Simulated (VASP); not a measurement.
# Ge (Cmmm) in VASP: further runs

Ge is run at these levels: PBEsol, PBEsol+D3(BJ); tasks: relaxation of cell and atoms, single point.

Program: VASP 6.6.1. These are calculated values, not measurements. Logs are shortened: lines on timing, memory, paths and dates and some standing lists are left out, and cuts for length are marked.

### 1 The cell of the first run

The structure is orthorhombic, space group Cmmm (No. 65). The conventional cell has a = 2.794 Å, b = 5.201 Å, c = 2.698 Å, α = 90.00°, β = 90.00°, γ = 90.00°. Ge (site symmetry mmm) has 8 Ge at 2.70 to 2.95 Å within 3.6 Å.

### 2 Relaxation of cell and atoms, PBEsol, target pressure 30 GPa, at which the enthalpy is minimised

Contents of INCAR:

```
SYSTEM = Ge
PREC = Accurate ; ENCUT = 600
EDIFF = 1E-6 ; ISMEAR = -1
SIGMA = 0.05 ; LREAL = .FALSE.
LASPH = .TRUE. ; NELM = 100
ALGO = Normal ; ISIF = 3
LWAVE = .FALSE. ; LCHARG = .FALSE.
GGA = PS ; IBRION = 2
NSW = 80 ; EDIFFG = -0.01
PSTRESS = 300.0
```

Contents of KPOINTS:

```
Automatic mesh
0
G
  11 11 10
  0 0 0
```

Contents of POSCAR:

```
Ge
1.0
    1.3971490000     -2.6005160000      0.0000000000
    1.3971490000      2.6005160000      0.0000000000
    0.0000000000      0.0000000000      2.6982310000
Ge
1
Direct
    0.5000000000      0.5000000000      0.0000000000
```

Potentials or basis: VASP PAW PBE potentials, release 64 (Ge_d).

Launch:

```
$ cat potpaw_PBE.64/Ge_d/POTCAR > POTCAR
$ mpirun -np 1 vasp_std > vasp.out
```

OUTCAR:

```text
SYSTEM = Ge
   PREC = Accurate
   ENCUT = 600
   EDIFF = 1E-6
   ISMEAR = -1
   LREAL = .FALSE.
   LASPH = .TRUE.
   NELM = 100
   ISIF = 3
   GGA = PS
   IBRION = 2
   NSW = 80
   EDIFFG = -0.01
   PSTRESS = 300.0

 ion  position               nearest neighbor table
   1  0.500  0.500  0.000-

  LATTYP: Found a base centered orthorhombic cell.
 ALAT       =     2.7942980000
 B/A-ratio  =     1.8613018368
 C/A-ratio  =     0.9656203454

  Lattice vectors:

 A1 = (   1.3971490000,  -2.6005160000,   0.0000000000)
 A2 = (   1.3971490000,   2.6005160000,   0.0000000000)
 A3 = (   0.0000000000,   0.0000000000,   2.6982310000)

Analysis of symmetry for initial positions (statically):
=====================================================================
 Subroutine PRICEL returns:
 Original cell was already a primitive cell.

 Routine SETGRP: Setting up the symmetry group for a
 base centered orthorhombic supercell.

 Subroutine GETGRP returns: Found  8 space group operations
 (whereof  8 operations were pure point group operations)
 out of a pool of  8 trial point group operations.

The static configuration has the point symmetry D_2h.

Analysis of symmetry for dynamics (positions and initial velocities):
=====================================================================
 Subroutine PRICEL returns:
 Original cell was already a primitive cell.

 Routine SETGRP: Setting up the symmetry group for a
 base centered orthorhombic supercell.

 Subroutine GETGRP returns: Found  8 space group operations
 (whereof  8 operations were pure point group operations)
 out of a pool of  8 trial point group operations.

The dynamic configuration has the point symmetry D_2h.

 Subroutine INISYM returns: Found  8 space group operations
 (whereof  8 operations are pure point group operations),
 and found     1 'primitive' translations

----------------------------------------------------------------------------------------

                                     Primitive cell

  volume of cell :      19.6070

  direct lattice vectors                    reciprocal lattice vectors
     1.397149000 -2.600516000  0.000000000     0.357871637 -0.192269534  0.000000000
     1.397149000  2.600516000  0.000000000     0.357871637  0.192269534  0.000000000
     0.000000000  0.000000000  2.698231000     0.000000000  0.000000000  0.370613191

  length of vectors
     2.952068562  2.952068562  2.698231000     0.406250763  0.406250763  0.370613191

  position of ions in fractional coordinates (direct lattice)
     0.500000000  0.500000000  0.000000000

  ion indices of the primitive-cell ions
   primitive index   ion index
                 1           1

----------------------------------------------------------------------------------------

 KPOINTS: Automatic mesh

Automatic generation of k-mesh.
 Grid dimensions read from file:
 generate k-points for:   11   11   10

 Generating k-lattice:

  Cartesian coordinates                     Fractional coordinates (reciprocal lattice)
     0.032533785 -0.017479049  0.000000000     0.090909091  0.000000000  0.000000000
     0.032533785  0.017479049  0.000000000     0.000000000  0.090909091  0.000000000
     0.000000000  0.000000000  0.037061319     0.000000000  0.000000000  0.100000000

  Length of vectors
     0.036931888  0.036931888  0.037061319

  Shift w.r.t. Gamma in fractional coordinates (k-lattice)
     0.000000000  0.000000000  0.000000000

 Subroutine IBZKPT returns following result:
 ===========================================

 Found    216 irreducible k-points:

 Following reciprocal coordinates:
            Coordinates               Weight
  0.000000  0.000000  0.000000      1.000000
  0.090909  0.000000  0.000000      4.000000
  0.181818 -0.000000  0.000000      4.000000
  0.272727 -0.000000  0.000000      4.000000
  0.363636 -0.000000  0.000000      4.000000
  0.454545 -0.000000  0.000000      4.000000
[... 16 lines left out ...]
 -0.272727  0.181818  0.000000      4.000000
 -0.181818  0.181818  0.000000      2.000000
 [... further k-points ...]
   k-points           NKPTS =    216   k-points in BZ     NKDIM =    216   number of bands    NBANDS=     11
   number of dos      NEDOS =    301   number of ions     NIONS =      1
   total plane-waves  NPLWV =  13824
   dimension x,y,z NGX =    24 NGY =   24 NGZ =   24
   dimension x,y,z NGXF=    48 NGYF=   48 NGZF=   48
   ions per type =               1
   NGX,Y,Z   is equivalent  to a cutoff of  13.52, 13.52, 14.79 a.u.
   NGXF,Y,Z  is equivalent  to a cutoff of  27.03, 27.03, 29.57 a.u.
 SYSTEM =  Ge
   PREC   = accura    normal or accurate (medium, high low for compatibility)
   ISTART =      0    job   : 0-new  1-cont  2-samecut
   ICHARG =      2    charge: 1-file 2-atom 10-const
   ISPIN  =      1    spin polarized calculation?
   LNONCOLLINEAR =      F non collinear calculations
   LSORBIT =      F    spin-orbit coupling
   LASPH  =      T    aspherical Exc in radial PAW
   ENCUT  =  600.0 eV  44.10 Ry    6.64 a.u.   5.90  5.90  5.39*2*pi/ulx,y,z
   NELM   =    100;   NELMIN=  2; NELMDL= -5     # of ELM steps
   EDIFF  = 0.1E-05   stopping-criterion for ELM
   LREAL  =      F    real-space projection
   EDIFFG = -.1E-01   stopping-criterion for IOM
   NSW    =     80    number of steps for IOM
   IBRION =      2    ionic relax: 0-MD 1-quasi-New 2-CG
   NFREE  =      1    steps in history (QN), initial steepest desc. (CG)
   ISIF   =      3    stress and relaxation
   ISYM   =      2    0-nonsym 1-usesym 2-fastsym
   POTIM  = 0.5000    time-step for ionic-motion
   TEBEG  =    0.0;   TEEND  =   0.0 temperature during run
   PSTRESS=  300.0 pullay stress
   NELECT =      14.0000    total number of electrons
   NUPDOWN=      -1.0000    fix difference up-down
   EMIN   =  10.00;   EMAX   =-10.00  energy-range for DOS
   EFERMI =   0.00;   METHOD = LEGACY
   ISMEAR =    -1;   SIGMA  =   0.05  broadening in eV -4-tet -1-fermi 0-gaus
   EFERMI_NEDOS =   21; number of points for ismear=-14 and -15
   IALGO  =     38    algorithm
   IMIX   =      4    mixing-type and parameters
     AMIX     =   0.40;   BMIX     =  1.00
     AMIX_MAG =   1.60;   BMIX_MAG =  1.00
  volume/ion in A,a.u.               =      19.61       132.31
  Fermi-wavevector in a.u.,A,eV,Ry     =   1.463234  2.765111 29.130796  2.141053
  Thomas-Fermi vector in A             =   2.579353
   LORBIT       =      0    0 simple, 1 ext, 2 COOP (PROOUT), +10 PAW based schemes
   GGA     = PS    functional components
   LHFCALC =     F    Hartree Fock is set to
   AEXX    =    0.0000 exact exchange contribution
   IVDW    =     0    specifies the selected vdW correction
   LEPSILON=     F    determine dielectric tensor
   LRPA    =     F    only Hartree local field effects (RPA)
 conjugate gradient relaxation of ions
 non-spin polarized calculation
  energy-cutoff  :      600.00
  volume of cell :       19.61
 maximum number of plane-waves:       671
   NGX = 11   NGY = 11   NGZ = 11

--------------------------------------- Ionic step        1  -------------------------------------------

 number of electron      14.0000008 magnetization

 Free energy of the ion-electron system (eV)
  ---------------------------------------------------
  ext. energy  EPLUGINS =         0.00000000
  ---------------------------------------------------
  free energy    TOTEN  =        -4.73252938 eV

  energy without entropy =       -4.72856328  energy(sigma->0) =       -4.73054633

------------------------ aborting loop because EDIFF is reached ----------------------------------------

  FORCE on cell =-STRESS in cart. coord.  units (eV):
  Direction    XX          YY          ZZ          XY          YZ          ZX
  --------------------------------------------------------------------------------------
  -------------------------------------------------------------------------------------
  Total       -0.3386755     -0.7220792     -0.4649946      0.0000000      0.0000000      0.0000000
  in kB      -27.6747022    -59.0043544    -37.9968079      0.0000000      0.0000000      0.0000000
  external PRESSURE =    -341.5586215 kB  Pullay stress =     300.0000000 kB
[... 22 lines left out ...]
  enthalpy is  TOTEN    =        -1.0612109870 eV   P V=        3.6713183923

--------------------------------------- Ionic step        2  -------------------------------------------

 number of electron      14.0000002 magnetization

 E-fermi :  16.3061     XC(G=0): -15.0363

 val. band max:       16.2328748411   @ k =  -0.4545   0.4545   0.4000
 cond. band min:      16.3152396933   @ k =  -0.4545   0.1818   0.2000
 fundamental gap:      0.0823648522
 Fermi energy:        16.3060994320

 k-point     1 :       0.0000    0.0000    0.0000
  band No.  band energies     occupation
      1     -10.6509      2.00000
      2     -10.0973      2.00000
      3      -9.8970      2.00000
      4      -9.3002      2.00000
      5      -9.2741      2.00000
      6      -4.6071      2.00000
      7      26.5370      0.00000
      8      29.6941      0.00000
      9      29.8812      0.00000
     10      31.8188      0.00000
     11      34.0851      0.00000
[... 387 lines left out ...]
  FREE ENERGIE OF THE ION-ELECTRON SYSTEM (eV)
  ---------------------------------------------------
  free  energy   TOTEN  =        -4.5361170573 eV

  energy  without entropy=       -4.5333270734  energy(sigma->0) =       -4.53472207

  enthalpy is  TOTEN    =        -1.7195512493 eV   P V=        2.8165658080

[... ionic steps 4 to 14 ...]

--------------------------------------- Ionic step       15  -------------------------------------------

 number of electron      14.0000005 magnetization

------------------------ aborting loop because EDIFF is reached ----------------------------------------

  FORCE on cell =-STRESS in cart. coord.  units (eV):
  Direction    XX          YY          ZZ          XY          YZ          ZX
  --------------------------------------------------------------------------------------
  -------------------------------------------------------------------------------------
  Total        2.7455162      2.7409812      2.7220413      0.0000000      0.0000000      0.0000000
  in kB      301.2217512    300.7241922    298.6462202      0.0000000      0.0000000      0.0000000
  external PRESSURE =       0.1973879 kB  Pullay stress =     300.0000000 kB
[... 59 lines left out ...]
  enthalpy is  TOTEN    =        -1.7279704487 eV   P V=        2.7344303536

--------------------------------------- Ionic step       17  -------------------------------------------

 number of electron      14.0000005 magnetization

 Free energy of the ion-electron system (eV)
  ---------------------------------------------------
  ext. energy  EPLUGINS =         0.00000000
  ---------------------------------------------------
  free energy    TOTEN  =        -4.46216318 eV

  energy without entropy =       -4.45939682  energy(sigma->0) =       -4.46078000

 E-fermi :   9.7114     XC(G=0): -12.7373

 val. band max:        9.6825500393   @ k =  -0.3636   0.1818   0.1000
 cond. band min:       9.7375262200   @ k =  -0.2727   0.2727   0.2000
 fundamental gap:      0.0549761807
 Fermi energy:         9.7114458000

 k-point     1 :       0.0000    0.0000    0.0000
  band No.  band energies     occupation
      1     -15.4720      2.00000
      2     -15.2855      2.00000
      3     -15.1963      2.00000
      4     -14.9639      2.00000
      5     -14.9410      2.00000
      6      -6.0167      2.00000
      7      17.9985      0.00000
      8      19.3179      0.00000
      9      20.9147      0.00000
     10      21.2180      0.00000
     11      24.4268      0.00000
[... 350 lines left out ...]
  FREE ENERGIE OF THE ION-ELECTRON SYSTEM (eV)
  ---------------------------------------------------
  free  energy   TOTEN  =        -4.4621631783 eV

  energy  without entropy=       -4.4593968216  energy(sigma->0) =       -4.46078000

  enthalpy is  TOTEN    =        -1.7279688546 eV   P V=        2.7341943237

 reached required accuracy - stopping structural energy minimisation
```

It took 1.8 min on 1 thread of Intel Xeon 6975P-C (Granite Rapids), shared host; peak memory 0.2 GiB.

What came out:

```
Free energy                                            : -4.4622 eV
Relaxed volume                                         : 14.60 Å³/atom
Relaxed cell                                           : a = 2.665 Å, b = 2.665 Å, c = 2.445 Å, α = 90.00°, β = 90.00°, γ = 122.76°
Space group after relaxing (to 0.05 Å)                 : Cmmm (No. 65)
Energy change on relaxing (the enthalpy is what falls) : +270.4 meV/atom
Ionic steps                                            : 17
Pressure after relaxing                                : 30.0 GPa
Band gap on the k mesh                                 : zero (band 7 reaches 18.00 eV, above the bottom of band 8 at 6.09 eV)
```

The path:
```tsv
step	energy change (eV)	largest force (eV/Å)	pressure (GPa)	volume (Å³)
1	0.0000	0.0000	-4.16	19.61
2	2.8598	0.0000	194.16	9.98
3	0.1964	0.0000	24.32	15.04
4	0.2429	0.0000	27.79	14.76
5	0.2741	0.0000	30.18	14.58
6	0.2742	0.0000	30.24	14.58
7	0.2739	0.0000	30.25	14.58
8	0.2667	0.0000	29.53	14.62
9	0.2690	0.0000	29.94	14.61
10	0.2687	0.0000	29.63	14.61
11	0.2689	0.0000	30.05	14.61
12	0.2688	0.0000	29.93	14.61
13	0.2701	0.0000	29.85	14.60
14	0.2702	0.0000	30.15	14.60
15	0.2702	0.0000	30.02	14.60
16	0.2701	0.0000	29.99	14.60
17	0.2704	0.0000	29.97	14.60
```

Final structure:
```
Ge
1.0
     1.27651   -2.33945    0.00000
     1.27651    2.33945    0.00000
     0.00000    0.00000    2.44485
Ge
1
Direct
  0.50000 0.50000 0.00000
```

Caveat: the cell is relaxed towards a set pressure, so the enthalpy falls and the energy may rise; the volume moved by over 15 % at a fixed basis, so the end points are rough; the PAW data sets were made with another functional, which shifts forces and pressure a little.

### 3 Single point, PBEsol+D3(BJ)

Contents of INCAR:

```
PREC = Accurate
ENCUT = 520
EDIFF = 1E-6
ISMEAR = -1
SIGMA = 0.05
LREAL = F
LASPH = T
NELM = 60
ALGO = Normal
ISIF = 2
LWAVE = F
LCHARG = F
GGA = PS
IVDW = 12
NBANDS = 13
```

Contents of KPOINTS:

```
regular mesh
0
Gamma
  11 11 10
```

POSCAR is that of step 2.

Potentials or basis: VASP PAW PBE potentials, release 64 (Ge_d).

Launch:

```
$ cat potpaw_PBE.64/Ge_d/POTCAR > POTCAR
$ mpirun -np 1 vasp_std > vasp.out
```

Run time: 19 s. Hardware: 1 thread of AMD EPYC 9R45 (Zen 5), shared host; peak memory 0.15 GiB.

Results (log left out):

* Free energy: -5.0460 eV
* Pressure: -6.8 GPa
* Band gap on the k mesh: zero (band 7 reaches 12.73 eV, above the bottom of band 8 at 3.66 eV)
* Dispersion energy per atom: -0.314 eV

Stress tensor (GPa, compression positive):
```
-5.47  0.00  0.00
 0.00 -8.60  0.00
 0.00  0.00 -6.47
```

Levels at points of the mesh, in eV from the Fermi level:
```tsv
k point	band 5	band 6	band 7	band 8	band 9	band 10
(0.00, 0.00, 0.00)	-24.39	-12.84	6.69	7.16	8.67	10.21
(0.00, 0.00, 0.50)	-24.42	-9.06	-5.66	9.98	11.49	16.07
```

Caveat: three body term missing; the PAW data sets were made with another functional, which shifts forces and pressure a little; pairwise dispersion overbinds metals, which lowers pressure and volume.
